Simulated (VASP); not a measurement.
Write the native input for VASP 6.6.1 that does the following.

- Task: single point
- Functional: PBE
- Potentials or basis: VASP PAW PBE potentials, release 64 (Al, Cr_pv, B, N)
- Cutoff: 520 eV
- k mesh: 6 × 6 × 4
- Occupations: gaussian, width 0.1 eV
- Spin: collinear spin, ferromagnetic start
- Starting moments: [0.0, 3.0, 0.0, 0.0, 0.0] μB
- Dipole correction: no
- Further INCAR settings: ALGO = Normal; EDIFF = 1e-06; NBANDS = 26

The structure of AlCrBN2 lies in POSCAR:

```
AlCrBN2
1.0
    2.8616335609      0.0000000000      0.0000000000
    0.0000000000      2.8616335609      0.0000000000
    0.0000000000      0.0000000000      5.4068319299
Al Cr B N
1 1 1 2
Direct
    0.0000000000      0.0000000000      0.5000000000
    0.0000000000      0.0000000000      0.0000000000
    0.5000000000      0.5000000000      0.5000000000
    0.5000000000      0.5000000000      0.2148161529
    0.5000000000      0.5000000000      0.7851838471
```

The cell was generated, and may not be a known phase.

One way to write it, as run:

INCAR

```
SYSTEM = AlCrBN2
PREC = Accurate
ENCUT = 520
EDIFF = 1E-6
ISMEAR = 0
SIGMA = 0.1
LREAL = .FALSE.
LASPH = .TRUE.
NELM = 150
ALGO = Normal
ISIF = 2
LWAVE = .FALSE.
LCHARG = .TRUE.
ISPIN = 2
MAGMOM = 0 3 0 0 0
LORBIT = 11
LMAXMIX = 4
GGA = PE
LELF = .TRUE.
LVHAR = .TRUE.
NBANDS = 26
```

KPOINTS

```
Automatic mesh
0
G
  6 6 4
  0 0 0
```

Potentials or basis: VASP PAW PBE potentials, release 64 (Al, Cr_pv, B, N).

The run is started by

```console
$ cat potpaw_PBE.64/Al/POTCAR potpaw_PBE.64/Cr_pv/POTCAR potpaw_PBE.64/B/POTCAR potpaw_PBE.64/N/POTCAR > POTCAR
$ mpirun -np 1 vasp_std > vasp.out
```

Results of the run:

- Pressure: 0.1 GPa
- Largest force: 0.005 eV/Å
- Net moment: 0.54 μB per cell
- Site moments: Al -0.01; Cr +0.68; B +0.01; N -0.07 μB
- Valence electrons inside the program's atomic spheres: Al 0.87; Cr 10.59; B 2.20; N 3.61

Caveat: the k points lie up to 0.37 Å⁻¹ apart; a cell with one magnetic atom can't hold antiferromagnetic order, which such compounds often take.

Run time: 97 s on 1 thread of Intel(R) Xeon(R) 6975P-C (Granite Rapids), with other jobs on the host, peak memory 0.21 GiB.
